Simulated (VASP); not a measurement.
# AgCl (P4/mmm) in VASP: a series of runs, part 2 of 2

VASP 6.6.1.

## Step 3: Single point, r2SCAN (strain +0.0100 x Voigt [0, 1, 0, 0, 0, 0])

POSCAR reads:

```
AgCl
1.0
    3.4339730000      0.0000000000      0.0000000000
    0.0000000000      3.4683127300      0.0000000000
    0.0000000000      0.0000000000      3.4339730000
Ag Cl
1 1
Direct
    0.0000000000      0.0000000000      0.0000000000
    0.5000000000      0.5000000000      0.5000000000
```

INCAR.step1 reads:

```
  PREC = Accurate
  ENCUT = 520
  ISMEAR = 0
  SIGMA = 0.05
  LREAL = F
  LASPH = T
  NELM = 100
  NBANDS = 16
  GGA = PE
  ALGO = Normal
  EDIFF = 1E-4
  LWAVE = T
  LCHARG = F
```

INCAR.step2 reads:

```
  PREC = Accurate
  ENCUT = 520
  EDIFF = 1E-6
  ISMEAR = 0
  SIGMA = 0.05
  LREAL = F
  LASPH = T
  NELM = 100
  ALGO = Normal
  ISIF = 2
  LWAVE = F
  LCHARG = T
  METAGGA = R2SCAN
  LMIXTAU = T
  LELF = T
  LVHAR = T
  NBANDS = 16
  ISTART = 1
```

KPOINTS reads:

```
Automatic mesh
0
Gamma
  8 8 8
```

Potentials or basis: VASP PAW PBE potentials, release 64 (Ag, Cl).

Started as:

```sh
cat potpaw_PBE.64/Ag/POTCAR potpaw_PBE.64/Cl/POTCAR > POTCAR
cp INCAR.step1 INCAR
mpirun -np 1 vasp_std > vasp.out
cp INCAR.step2 INCAR
mpirun -np 1 vasp_std > vasp.out
```

OUTCAR:

```text
PREC = Accurate
   ENCUT = 520
   EDIFF = 1E-6
   ISMEAR = 0
   LREAL = F
   LASPH = T
   NELM = 100
   ISIF = 2
   METAGGA = R2SCAN
   ISTART = 1

 ion  position               nearest neighbor table
   1  0.000  0.000  0.000-   2 2.98   2 2.98   2 2.98   2 2.98   2 2.98   2 2.98   2 2.98   2 2.98

   2  0.500  0.500  0.500-   1 2.98   1 2.98   1 2.98   1 2.98   1 2.98   1 2.98   1 2.98   1 2.98

  LATTYP: Found a simple tetragonal cell.
 ALAT       =     3.4339730000
 C/A-ratio  =     1.0100000000

[... 194 lines left out ...]
      5       1.7066      2.00000
      6       1.7160      2.00000
[... 433 lines left out ...]
      3       0.0162      2.00000
      4       1.1171      2.00000
      5       1.2659      2.00000
      6       1.4822      2.00000
[... 8 lines left out ...]
     15      18.0718      0.00000
     16      21.0823      0.00000

 [... further k-points ...]
[... 5 lines left out ...]
  --------------------------------------------------------------------------------------
  -------------------------------------------------------------------------------------
  Total       -0.5519235     -0.6886802     -0.5519235     -0.0000000      0.0000000      0.0000000
  in kB      -21.6210830    -26.9784010    -21.6210830     -0.0000000      0.0000000      0.0000000
  external PRESSURE =     -23.4068556 kB  Pullay stress =       0.0000000 kB

 VOLUME and BASIS-vectors are now :
 -----------------------------------------------------------------------------
  energy-cutoff  :      520.00
  volume of cell :       40.90
      direct lattice vectors                 reciprocal lattice vectors
     3.433973000  0.000000000  0.000000000     0.291207881  0.000000000  0.000000000
     0.000000000  3.468312730  0.000000000     0.000000000  0.288324634  0.000000000
     0.000000000  0.000000000  3.433973000     0.000000000  0.000000000  0.291207881

 POSITION                                       TOTAL-FORCE (eV/Angst)
 -----------------------------------------------------------------------------------
      0.00000      0.00000      0.00000         0.000000      0.000000      0.000000
      1.71699      1.73416      1.71699         0.000000      0.000000      0.000000
 -----------------------------------------------------------------------------------
    total drift:                                0.000000      0.000000      0.000000

  FREE ENERGIE OF THE ION-ELECTRON SYSTEM (eV)
  ---------------------------------------------------
  free  energy   TOTEN  =       -28.3868785795 eV

  energy  without entropy=      -28.3868785795  energy(sigma->0) =      -28.38687858
```

OUTCAR.step1:

```text
PREC = Accurate
   ENCUT = 520
   ISMEAR = 0
   LREAL = F
   LASPH = T
[... 679 lines left out ...]
 -----------------------------------------------------------------------------------
      0.00000      0.00000      0.00000         0.000000      0.000000      0.000000
      1.71699      1.73416      1.71699         0.000000      0.000000      0.000000
 -----------------------------------------------------------------------------------
    total drift:                               -0.000000      0.000000      0.000000

  FREE ENERGIE OF THE ION-ELECTRON SYSTEM (eV)
  ---------------------------------------------------
  free  energy   TOTEN  =        -5.1206406092 eV

  energy  without entropy=       -5.1206406092  energy(sigma->0) =       -5.12064061
```

Wall time 1.8 min (1 thread of AMD EPYC 9R45 (Zen 5), shared host); peak memory 0.17 GiB.

What came out:

```yaml
Free_energy: -28.3869 eV
Pressure: -2.3 GPa
Band_gap_on_the_k_mesh: 1.15 eV, indirect (least direct gap 2.65 eV)
```

Stress tensor (GPa, compression positive):
```
-2.16  0.00  0.00
 0.00 -2.70  0.00
 0.00  0.00 -2.16
```

Caveat: the cell differs from its parent crystal (strain +0.0100 x Voigt [0, 1, 0, 0, 0, 0]); the PAW data sets were made with another functional, which shifts forces and pressure a little.

## Step 4: Single point, r2SCAN (strain -0.0300 x Voigt [0, 1, 0, 0, 0, 0])

Edit POSCAR of step 3 so:

```diff
@@ -3,3 +3,3 @@
     3.4339730000      0.0000000000      0.0000000000
-    0.0000000000      3.4683127300      0.0000000000
+    0.0000000000      3.3309538100      0.0000000000
     0.0000000000      0.0000000000      3.4339730000
```

INCAR.step1 reads:

```
  ALGO = Normal
  EDIFF = 1E-4
  ENCUT = 520
  GGA = PE
  ISMEAR = 0
  LASPH = True
  LCHARG = False
  LREAL = False
  LWAVE = True
  NBANDS = 16
  NELM = 100
  PREC = Accurate
  SIGMA = 0.05
```

INCAR.step2 reads:

```
  ALGO = Normal
  EDIFF = 1E-6
  ENCUT = 520
  ISIF = 2
  ISMEAR = 0
  ISTART = 1
  LASPH = True
  LCHARG = False
  LMIXTAU = True
  LREAL = False
  LWAVE = False
  METAGGA = R2SCAN
  NBANDS = 16
  NELM = 100
  PREC = Accurate
  SIGMA = 0.05
```

KPOINTS reads:

```
k-points
0
Gamma
  8 8 8
```

Started as:

```sh
cat potpaw_PBE.64/Ag/POTCAR potpaw_PBE.64/Cl/POTCAR > POTCAR
cp INCAR.step1 INCAR
mpirun -np 1 vasp_std > vasp.out
cp INCAR.step2 INCAR
mpirun -np 1 vasp_std > vasp.out
```

Run time: 1.7 min. Hardware: 1 thread of AMD EPYC 9R45 (Zen 5), shared host; peak memory 0.17 GiB.

Results (log left out):

| Property | Result |
| --- | --- |
| Free energy | -28.3957 eV |
| Pressure | -0.3 GPa |
| Band gap on the k mesh | 1.13 eV, indirect (least direct gap 2.63 eV) |

Stress tensor (GPa, compression positive):
```
-0.91  0.00  0.00
 0.00  0.92  0.00
 0.00  0.00 -0.91
```

Levels at points of the mesh, in eV from the valence-band top:
```
           k point  band 7  band 8  band 9  band 10  band 11  band 12
(0.00, 0.00, 0.00)   -1.80   -1.80   -1.49     1.13     9.82    10.05
(0.50, 0.00, 0.00)   -1.55   -0.05    0.00     5.64     6.15     9.93
(0.00, 0.50, 0.00)   -1.43   -0.07   -0.07     5.47     6.29     9.87
(0.50, 0.50, 0.00)   -2.17   -1.55   -1.11     3.34     9.56     9.89
(0.50, 0.00, 0.50)   -2.12   -1.60   -0.90     3.05     9.91     9.91
(0.50, 0.50, 0.50)   -0.26   -0.19   -0.19     5.19     5.27     5.27
```

Caveat: the cell differs from its parent crystal (strain -0.0300 x Voigt [0, 1, 0, 0, 0, 0]); the PAW data sets were made with another functional, which shifts forces and pressure a little.

## Step 5: Single point, r2SCAN (strain -0.0200 x Voigt [0, 1, 0, 0, 0, 0])

Edit POSCAR of step 4 so:

```diff
@@ -3,3 +3,3 @@
     3.4339730000      0.0000000000      0.0000000000
-    0.0000000000      3.3309538100      0.0000000000
+    0.0000000000      3.3652935400      0.0000000000
     0.0000000000      0.0000000000      3.4339730000
```

INCAR.step1 reads:

```
PREC     = Accurate       # precision mode
ENCUT    = 520            # plane-wave cutoff, eV
ISMEAR   = 0              # smearing method
SIGMA    = 0.05           # smearing width, eV
LREAL    = False          # projectors in reciprocal space
LASPH    = True           # aspherical terms in the spheres
NELM     = 100            # most SCF steps
NBANDS   = 16             # bands
GGA      = PE             # functional
ALGO     = Normal         # electronic algorithm
EDIFF    = 1E-4           # SCF threshold, eV
LWAVE    = True           # write WAVECAR
LCHARG   = False          # write CHGCAR
```

INCAR.step2 reads:

```
PREC     = Accurate       # precision mode
ENCUT    = 520            # plane-wave cutoff, eV
EDIFF    = 1E-6           # SCF threshold, eV
ISMEAR   = 0              # smearing method
SIGMA    = 0.05           # smearing width, eV
LREAL    = False          # projectors in reciprocal space
LASPH    = True           # aspherical terms in the spheres
NELM     = 100            # most SCF steps
ALGO     = Normal         # electronic algorithm
ISIF     = 2              # what is computed and relaxed
LWAVE    = False          # write WAVECAR
LCHARG   = False          # write CHGCAR
METAGGA  = R2SCAN         # meta-GGA
LMIXTAU  = True         
NBANDS   = 16             # bands
ISTART   = 1
```

KPOINTS reads:

```
Automatic mesh
0
Gamma
  8 8 8
```

Started as:

```sh
cat potpaw_PBE.64/Ag/POTCAR potpaw_PBE.64/Cl/POTCAR > POTCAR
cp INCAR.step1 INCAR
mpirun -np 1 vasp_std > vasp.out
cp INCAR.step2 INCAR
mpirun -np 1 vasp_std > vasp.out
```

Run time: 1.7 min. Hardware: 1 thread of AMD EPYC 9R45 (Zen 5), shared host; peak memory 0.17 GiB.

It converged, with:

| Item | Value |
| --- | --- |
| Free energy | -28.3970 eV |
| Pressure | -0.9 GPa |
| Band gap on the k mesh | 1.15 eV, indirect (least direct gap 2.66 eV) |

Stress tensor (GPa, compression positive):
```
-1.25  0.00  0.00
 0.00 -0.08  0.00
 0.00  0.00 -1.25
```

Levels at points of the mesh, in eV from the valence-band top:
```csv
k point,band 5,band 6,band 7,band 8,band 9,band 10,band 11,band 12,band 13,band 14
"(0.00, 0.00, 0.00)",-1.83,-1.83,-1.72,-1.72,-1.52,1.15,9.88,10.03,14.65,14.65
"(0.50, 0.00, 0.00)",-2.67,-1.78,-1.50,-0.03,0.00,5.63,6.14,9.96,10.49,10.95
"(0.00, 0.50, 0.00)",-2.62,-1.79,-1.42,-0.05,-0.05,5.52,6.23,9.93,10.58,10.58
"(0.50, 0.50, 0.00)",-2.16,-2.15,-2.13,-1.52,-1.05,3.32,9.61,9.83,11.27,14.25
"(0.50, 0.00, 0.50)",-2.10,-2.10,-2.09,-1.55,-0.91,3.14,9.84,9.84,11.35,14.56
"(0.50, 0.50, 0.50)",-1.53,-1.50,-0.22,-0.18,-0.18,5.26,5.31,5.31,7.52,18.60
```

Caveat: the cell differs from its parent crystal (strain -0.0200 x Voigt [0, 1, 0, 0, 0, 0]); the PAW data sets were made with another functional, which shifts forces and pressure a little. A k mesh can miss the band edges.

## Step 6: Summary

| cell | gap on the mesh (eV) | pressure (GPa) |
| --- | --- | --- |
| a = 3.434, b = 3.400 Å, 2 atoms | 1.16 | -1.4 |
| a = 3.434, b = 3.468 Å, 2 atoms | 1.15 | -2.3 |
| a = 3.434, b = 3.331 Å, 2 atoms | 1.13 | -0.3 |
| a = 3.434, b = 3.365 Å, 2 atoms | 1.15 | -0.9 |

Alike in all rows: task single point; level r2SCAN; potentials or basis VASP PAW PBE potentials, release 64 (Ag, Cl); no spin polarisation; k mesh 8 × 8 × 8; cutoff (eV) 520; smearing gaussian 0.05 eV.

Caveats: the PAW data sets were made with another functional, which shifts forces and pressure a little.

Total energies depend on the potentials used, so only differences within one code and one set of settings carry meaning.
